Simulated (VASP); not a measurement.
Here is a VASP 6.6.1 calculation.

Contents of INCAR:

```
  PREC = Accurate
  ENCUT = 520
  EDIFF = 1E-7
  ISMEAR = 1
  SIGMA = 0.1
  LREAL = False
  LASPH = True
  NELM = 150
  ALGO = Normal
  ISIF = 2
  LWAVE = False
  LCHARG = False
  ISPIN = 2
  MAGMOM = 2.4 1 1 1
  LORBIT = 11
  LMAXMIX = 4
  GGA = CA
  NBANDS = 31
```

Contents of KPOINTS:

```
regular mesh
0
Gamma
  5 5 5
```

The input POSCAR:

```
FeNi3
1.0
    0.0000000000      2.7344131424      2.7344131424
    2.7344131424      0.0000000000      2.7344131424
    2.7344131424      2.7344131424      0.0000000000
Fe Ni
1 3
Direct
    0.0000000000      0.0000000000      0.0000000000
    0.7500000000      0.7500000000      0.7500000000
    0.2500000000      0.2500000000      0.2500000000
    0.5000000000      0.5000000000      0.5000000000
```

Potentials or basis: VASP PAW LDA potentials, release 64 (Fe, Ni).

Launch:

```sh
$ cat potpaw_LDA.64/Fe/POTCAR potpaw_LDA.64/Ni/POTCAR > POTCAR
$ mpirun -np 1 vasp_std > vasp.out
```

Task: Estimate the net moment.

Result: 3.78 μB per cell.

Task: Estimate the pressure.

Result: 0.8 GPa.

Caveat: the k points lie up to 0.40 Å⁻¹ apart.
